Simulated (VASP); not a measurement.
# LiW16 (a cell with a defect) in VASP: single point with PBE

Aim: the single point of LiW16 (a cell with a defect) with PBE.

All numbers are computed with VASP 6.6.1; they aren't measurements. Logs are shortened: lines on timing, memory, paths and dates and some standing lists are left out, and cuts for length are marked.

## (1) The cell of the first run

The cell holds a defect, 17 atoms: a = 6.320 Å, b = 6.320 Å, c = 6.320 Å, α = 90.00°, β = 90.00°, γ = 90.00°.

## (2) Single point, PBE

File INCAR:

```
SYSTEM = LiW16
  ALGO = Normal
  EDIFF = 1E-7
  ENCUT = 520
  GGA = PE
  ISIF = 2
  ISMEAR = -1
  LASPH = .TRUE.
  LCHARG = .FALSE.
  LREAL = Auto
  LWAVE = .FALSE.
  NBANDS = 128
  NELM = 100
  PREC = Accurate
  SIGMA = 0.1
```

File KPOINTS:

```
k-points
0
G
  2 2 2
  0 0 0
```

File POSCAR:

```
LiW16
1.0
    6.3200000000      0.0000000000      0.0000000000
    0.0000000000      6.3200000000      0.0000000000
    0.0000000000      0.0000000000      6.3200000000
W Li
16 1
Direct
    0.0103164557      0.0045569620     -0.0042405063
    0.5000949367      0.0069620253      0.0064715190
   -0.0248892405      0.4783544304      0.0103639241
   -0.0344303797     -0.0097943038      0.5042088608
    0.2327531646      0.2359018987      0.2344303797
    0.4697943038      0.4759018987      0.0234335443
    0.4896202532     -0.0096835443      0.4778006329
    0.7494936709      0.2394936709      0.2426265823
    0.0262658228      0.4763449367      0.4728006329
    0.2259018987      0.7639556962      0.2313765823
    0.2451740506      0.2532753165      0.7489240506
    0.5112025316      0.5085601266      0.4955221519
    0.7416613924      0.7422151899      0.2554113924
    0.7569462025      0.2675316456      0.7424683544
    0.2727848101      0.7390664557      0.7433544304
    0.6939873418      0.7703006329      0.7905854430
    0.9576582278      0.6721044304      0.7287658228
```

Potentials or basis: VASP PAW PBE potentials, release 64 (W_sv, Li_sv).

Launch:

```
cat potpaw_PBE.64/W_sv/POTCAR potpaw_PBE.64/Li_sv/POTCAR > POTCAR
mpirun -np 1 vasp_std > vasp.out
```

OUTCAR:

```text
SYSTEM = LiW16
   EDIFF = 1E-7
   ENCUT = 520
   GGA = PE
   ISIF = 2
   ISMEAR = -1
   LASPH = .TRUE.
   LREAL = Auto
   NELM = 100
   PREC = Accurate

 ion  position               nearest neighbor table
   1  0.010  0.005  0.996-  10 2.53   5 2.53  11 2.67   8 2.71  17 2.72  16 2.81  14 2.81  15 2.85
                            13 2.89   3 3.00   2 3.10   4 3.12   2 3.23   4 3.23   3 3.33
   2  0.500  0.007  0.006-  16 2.37   8 2.62   5 2.65  10 2.72  13 2.76  11 2.77  15 2.77  14 2.85
                             6 2.97   7 2.98   1 3.10   1 3.23   7 3.34   6 3.36
   3  0.975  0.478  0.010-  17 2.16   8 2.54  14 2.56   5 2.65  13 2.71  11 2.77  10 2.78  16 2.91
                             9 2.94   1 3.00  15 3.02   6 3.13   6 3.19   1 3.33   9 3.41
   4  0.966  0.990  0.504-  17 2.46  13 2.63  14 2.66   8 2.66  10 2.78  16 2.86   5 2.86  11 2.88
                            15 2.93   7 3.01   9 3.10   1 3.12   1 3.23   9 3.28   7 3.32
   5  0.233  0.236  0.234-   9 2.51   6 2.51   1 2.53   3 2.65   2 2.65   7 2.72   4 2.86  12 2.96
                            10 2.98   8 3.05  11 3.07  11 3.25   8 3.27  10 3.34
   6  0.470  0.476  0.023-   5 2.51  11 2.65   8 2.70  10 2.72  15 2.73  16 2.76  13 2.82  14 2.86
                             2 2.97  12 3.00   3 3.13   3 3.19  12 3.35   2 3.36
   7  0.490  0.990  0.478-  13 2.64  15 2.69  10 2.69   8 2.72   5 2.72  16 2.74  11 2.84  14 2.95
                             2 2.98   4 3.01  12 3.05  12 3.28   4 3.32   2 3.34
   8  0.749  0.239  0.243-   3 2.54   2 2.62   4 2.66   6 2.70   1 2.71   7 2.72   9 2.72  12 2.78
                             5 3.05  13 3.14  14 3.16  14 3.17  13 3.18   5 3.27
   9  0.026  0.476  0.473-  17 2.08   5 2.51  11 2.64  10 2.69   8 2.72  14 2.75  13 2.82  15 2.85
                             3 2.94  12 3.07   4 3.10  12 3.26   4 3.28   3 3.41  16 3.45
  10  0.226  0.764  0.231-   1 2.53   9 2.69   7 2.69   2 2.72   6 2.72   3 2.78   4 2.78  12 2.94
                             5 2.98  13 3.07  15 3.10  15 3.25  13 3.27   5 3.34
  11  0.245  0.253  0.749-   9 2.64   6 2.65   1 2.67   3 2.77   2 2.77  12 2.83   7 2.84   4 2.88
                             5 3.07  15 3.08  14 3.09  14 3.24   5 3.25  15 3.25
  12  0.511  0.509  0.496-  13 2.57  15 2.62  14 2.68  16 2.75   8 2.78  11 2.83  10 2.94   5 2.96
                             6 3.00   7 3.05   9 3.07   9 3.26   7 3.28   6 3.35
  13  0.742  0.742  0.255-  12 2.57   4 2.63   7 2.64   3 2.71   2 2.76   6 2.82   9 2.82   1 2.89
                            16 2.96  10 3.07   8 3.14   8 3.18  10 3.27  16 3.40
  14  0.757  0.268  0.742-   3 2.56   4 2.66  12 2.68   9 2.75   1 2.81   2 2.85  17 2.86   6 2.86
                             7 2.95  11 3.09   8 3.16   8 3.17  16 3.18  16 3.22  11 3.24
  15  0.273  0.739  0.743-  17 2.04  12 2.62  16 2.69   7 2.69   6 2.73   2 2.77   9 2.85   1 2.85
                             4 2.93   3 3.02  11 3.08  10 3.10  10 3.25  11 3.25
  16  0.694  0.770  0.791-  17 1.82   2 2.37  15 2.69   7 2.74  12 2.75   6 2.76   1 2.81   4 2.86
                             3 2.91  13 2.96  14 3.18  14 3.22  13 3.40   9 3.45
  17  0.958  0.672  0.729-  16 1.82  15 2.04   9 2.08   3 2.16   4 2.46   1 2.72  14 2.86

  LATTYP: Found a simple cubic cell.
 ALAT       =     6.3200000000

  Lattice vectors:

 A1 = (   6.3200000000,   0.0000000000,   0.0000000000)
 A2 = (   0.0000000000,   6.3200000000,   0.0000000000)
 A3 = (   0.0000000000,   0.0000000000,   6.3200000000)

Analysis of symmetry for initial positions (statically):
=====================================================================
 Subroutine PRICEL returns:
 Original cell was already a primitive cell.

 Routine SETGRP: Setting up the symmetry group for a
 simple cubic supercell.

 Subroutine GETGRP returns: Found  1 space group operations
 (whereof  1 operations were pure point group operations)
 out of a pool of 48 trial point group operations.

The static configuration has the point symmetry C_1 .

Analysis of symmetry for dynamics (positions and initial velocities):
=====================================================================
 Subroutine PRICEL returns:
 Original cell was already a primitive cell.

 Routine SETGRP: Setting up the symmetry group for a
 simple cubic supercell.

 Subroutine GETGRP returns: Found  1 space group operations
 (whereof  1 operations were pure point group operations)
 out of a pool of 48 trial point group operations.

The dynamic configuration has the point symmetry C_1 .

 Subroutine INISYM returns: Found  1 space group operations
 (whereof  1 operations are pure point group operations),
 and found     1 'primitive' translations

----------------------------------------------------------------------------------------

                                     Primitive cell

  volume of cell :     252.4360

  direct lattice vectors                    reciprocal lattice vectors
[... 60 lines left out ...]

  Length of vectors
     0.079113924  0.079113924  0.079113924

  Shift w.r.t. Gamma in fractional coordinates (k-lattice)
     0.000000000  0.000000000  0.000000000

 Subroutine IBZKPT returns following result:
 ===========================================

 Found      8 irreducible k-points:

 Following reciprocal coordinates:
            Coordinates               Weight
  0.000000  0.000000  0.000000      1.000000
  0.500000  0.000000  0.000000      1.000000
  0.000000  0.500000  0.000000      1.000000
  0.000000  0.000000  0.500000      1.000000
  0.500000  0.500000  0.000000      1.000000
  0.000000  0.500000  0.500000      1.000000
  0.500000  0.000000  0.500000      1.000000
  0.500000  0.500000  0.500000      1.000000
   k-points           NKPTS =      8   k-points in BZ     NKDIM =      8   number of bands    NBANDS=    128
   number of dos      NEDOS =    301   number of ions     NIONS =     17
   total plane-waves  NPLWV = 110592
   dimension x,y,z NGX =    48 NGY =   48 NGZ =   48
   dimension x,y,z NGXF=    96 NGYF=   96 NGZF=   96
   ions per type =              16   1
   NGX,Y,Z   is equivalent  to a cutoff of  12.63, 12.63, 12.63 a.u.
   NGXF,Y,Z  is equivalent  to a cutoff of  25.25, 25.25, 25.25 a.u.
 SYSTEM =  LiW16
   PREC   = accura    normal or accurate (medium, high low for compatibility)
   ISTART =      0    job   : 0-new  1-cont  2-samecut
   ICHARG =      2    charge: 1-file 2-atom 10-const
   ISPIN  =      1    spin polarized calculation?
   LNONCOLLINEAR =      F non collinear calculations
   LSORBIT =      F    spin-orbit coupling
   LASPH  =      T    aspherical Exc in radial PAW
   ENCUT  =  520.0 eV  38.22 Ry    6.18 a.u.  11.75 11.75 11.75*2*pi/ulx,y,z
   NELM   =    100;   NELMIN=  2; NELMDL= -5     # of ELM steps
   EDIFF  = 0.1E-06   stopping-criterion for ELM
   LREAL  =      T    real-space projection
   EDIFFG = 0.1E-05   stopping-criterion for IOM
   NSW    =      0    number of steps for IOM
   IBRION =     -1    ionic relax: 0-MD 1-quasi-New 2-CG
   NFREE  =      0    steps in history (QN), initial steepest desc. (CG)
   ISIF   =      2    stress and relaxation
   ISYM   =      2    0-nonsym 1-usesym 2-fastsym
   POTIM  = 0.5000    time-step for ionic-motion
   TEBEG  =    0.0;   TEEND  =   0.0 temperature during run
   PSTRESS=    0.0 pullay stress
   NELECT =     227.0000    total number of electrons
   NUPDOWN=      -1.0000    fix difference up-down
   EMIN   =  10.00;   EMAX   =-10.00  energy-range for DOS
   EFERMI =   0.00;   METHOD = LEGACY
   ISMEAR =    -1;   SIGMA  =   0.10  broadening in eV -4-tet -1-fermi 0-gaus
   EFERMI_NEDOS =   21; number of points for ismear=-14 and -15
   IALGO  =     38    algorithm
   IMIX   =      4    mixing-type and parameters
     AMIX     =   0.40;   BMIX     =  1.00
     AMIX_MAG =   1.60;   BMIX_MAG =  1.00
  volume/ion in A,a.u.               =      14.85       100.21
  Fermi-wavevector in a.u.,A,eV,Ry     =   1.580155  2.986060 33.972251  2.496890
  Thomas-Fermi vector in A             =   2.680426
   LORBIT       =      0    0 simple, 1 ext, 2 COOP (PROOUT), +10 PAW based schemes
   GGA     = PE    functional components
   LHFCALC =     F    Hartree Fock is set to
   AEXX    =    0.0000 exact exchange contribution
   IVDW    =     0    specifies the selected vdW correction
   LEPSILON=     F    determine dielectric tensor
   LRPA    =     F    only Hartree local field effects (RPA)
 non-spin polarized calculation
  energy-cutoff  :      520.00
  volume of cell :      252.44
 maximum number of plane-waves:      6859
 NGX is ok and might be reduce to    48
   NGX = 23   NGY = 23   NGZ = 23

 number of electron     227.0000000 magnetization

 Free energy of the ion-electron system (eV)
  ---------------------------------------------------
  ext. energy  EPLUGINS =         0.00000000
  ---------------------------------------------------
  free energy    TOTEN  =      -199.46463603 eV

  energy without entropy =     -199.20226593  energy(sigma->0) =     -199.33345098

 E-fermi :  11.5709     XC(G=0): -13.6990

 val. band max:       11.5526087932   @ k =   0.5000   0.5000   0.0000
 cond. band min:      11.5947165922   @ k =   0.0000   0.5000   0.0000
 fundamental gap:      0.0421077990
 Fermi energy:        11.5708909329

 k-point     1 :       0.0000    0.0000    0.0000
  band No.  band energies     occupation
      1     -62.3664      2.00000
      2     -62.2778      2.00000
      3     -62.2641      2.00000
      4     -62.2541      2.00000
      5     -62.2385      2.00000
      6     -62.2291      2.00000
[... 1013 lines left out ...]
    124      13.7842      0.00000
    125      13.8455      0.00000
 [bands above 125 left out]

------------------------ aborting loop because EDIFF is reached ----------------------------------------

  FORCE on cell =-STRESS in cart. coord.  units (eV):
  Direction    XX          YY          ZZ          XY          YZ          ZX
  --------------------------------------------------------------------------------------
  -------------------------------------------------------------------------------------
  Total       44.0015288     32.6936862     35.6083896     -4.2294645      2.8678025     -4.4097618
  in kB      279.2718190    207.5024539    226.0016867    -26.8438455     18.2015592    -27.9881685
  external PRESSURE =     237.5919865 kB  Pullay stress =       0.0000000 kB

 VOLUME and BASIS-vectors are now :
 -----------------------------------------------------------------------------
  energy-cutoff  :      520.00
  volume of cell :      252.44
      direct lattice vectors                 reciprocal lattice vectors
     6.320000000  0.000000000  0.000000000     0.158227848  0.000000000  0.000000000
     0.000000000  6.320000000  0.000000000     0.000000000  0.158227848  0.000000000
     0.000000000  0.000000000  6.320000000     0.000000000  0.000000000  0.158227848

 POSITION                                       TOTAL-FORCE (eV/Angst)
 -----------------------------------------------------------------------------------
      0.06520      0.02880      6.29320        -2.489990     -1.674730     -1.552388
      3.16060      0.04400      0.04090        -1.392898      1.008749     -0.092227
      6.16270      3.02320      0.06550         1.476084      1.607046      0.124479
      6.10240      6.25810      3.18660         2.630297      0.036190      0.005169
      1.47100      1.49090      1.48160         1.793797      0.393720      2.528255
      2.96910      3.00770      0.14810         2.018709      1.932048     -1.901217
[... 9 lines left out ...]
      4.38600      4.86830      4.99650        -1.795675      0.087569     -1.041415
      6.05240      4.24770      4.60580         1.060789     -0.377193     -1.218482
 -----------------------------------------------------------------------------------
    total drift:                                0.004430     -0.009864      0.009252

  FREE ENERGIE OF THE ION-ELECTRON SYSTEM (eV)
  ---------------------------------------------------
  free  energy   TOTEN  =      -199.4646360330 eV

  energy  without entropy=     -199.2022659279  energy(sigma->0) =     -199.33345098
```

Wall time 8.4 min (1 thread of Intel Xeon Platinum 8124M at 3.00GHz (Skylake/Cascade Lake), shared host); peak memory 0.42 GiB.

What came out:

| Quantity | Value |
| --- | --- |
| Free energy | -199.4646 eV |
| Largest force | 3.380 eV/Å |
| Band gap on the k mesh | zero (an odd number of electrons rules out a gap without spin polarisation) |

Forces on the atoms (eV/Å):
```
W   -2.490 -1.675 -1.552
W   -1.393  1.009 -0.092
W    1.476  1.607  0.124
W    2.630  0.036  0.005
W    1.794  0.394  2.528
W    2.019  1.932 -1.901
W   -0.444  1.628  1.298
W   -1.509  0.271  1.203
W   -1.346  0.150 -0.110
W    1.318 -1.985  1.860
W    0.667 -0.969 -0.936
W   -1.009 -2.080 -0.008
W   -0.038 -0.065 -0.351
W   -1.875 -1.316 -0.079
W    0.936  1.353  0.271
W   -1.796  0.088 -1.041
Li   1.061 -0.377 -1.218
```

Levels at points of the mesh, in eV from the Fermi level:
| k point | band 109 | band 110 | band 111 | band 112 | band 113 | band 114 | band 115 | band 116 | band 117 | band 118 |
| --- | --- | --- | --- | --- | --- | --- | --- | --- | --- | --- |
| (0.00, 0.00, 0.00) | -0.43 | -0.26 | -0.17 | -0.11 | 0.13 | 0.59 | 0.65 | 0.70 | 0.75 | 0.85 |
| (0.50, 0.00, 0.00) | -0.82 | -0.72 | -0.46 | -0.38 | -0.35 | 0.10 | 0.21 | 0.42 | 0.74 | 0.89 |
| (0.00, 0.50, 0.00) | -0.86 | -0.79 | -0.58 | -0.32 | -0.09 | 0.02 | 0.23 | 0.48 | 0.63 | 0.75 |
| (0.00, 0.00, 0.50) | -0.90 | -0.76 | -0.60 | -0.53 | -0.29 | 0.10 | 0.16 | 0.46 | 0.55 | 0.72 |
| (0.50, 0.50, 0.00) | -1.21 | -0.95 | -0.86 | -0.61 | -0.44 | -0.38 | -0.02 | 0.24 | 0.49 | 0.85 |
| (0.00, 0.50, 0.50) | -1.25 | -0.91 | -0.88 | -0.73 | -0.60 | -0.05 | 0.19 | 0.41 | 0.75 | 1.03 |
| (0.50, 0.00, 0.50) | -1.20 | -0.93 | -0.69 | -0.64 | -0.51 | -0.30 | -0.06 | 0.04 | 0.52 | 0.67 |
| (0.50, 0.50, 0.50) | -2.24 | -2.15 | -2.03 | -1.90 | -1.18 | 0.63 | 1.29 | 1.56 | 1.69 | 1.75 |

Caveat: the k points lie up to 0.50 Å⁻¹ apart, too coarse for converged energies and pressures of a metal; the cutoff is under 1.25 times the usual one of these potentials, so pressure, stress and relaxed cells hold a basis-set (Pulay) error; atoms lie so close that the PAW spheres overlap strongly, which falsifies energies and pressures; the atoms stand as in a frame of molecular dynamics; spin-orbit coupling is left out, which moves the levels of the heavy elements.

The gap in the log of VASP goes by the Fermi energy; the results here count the filled bands.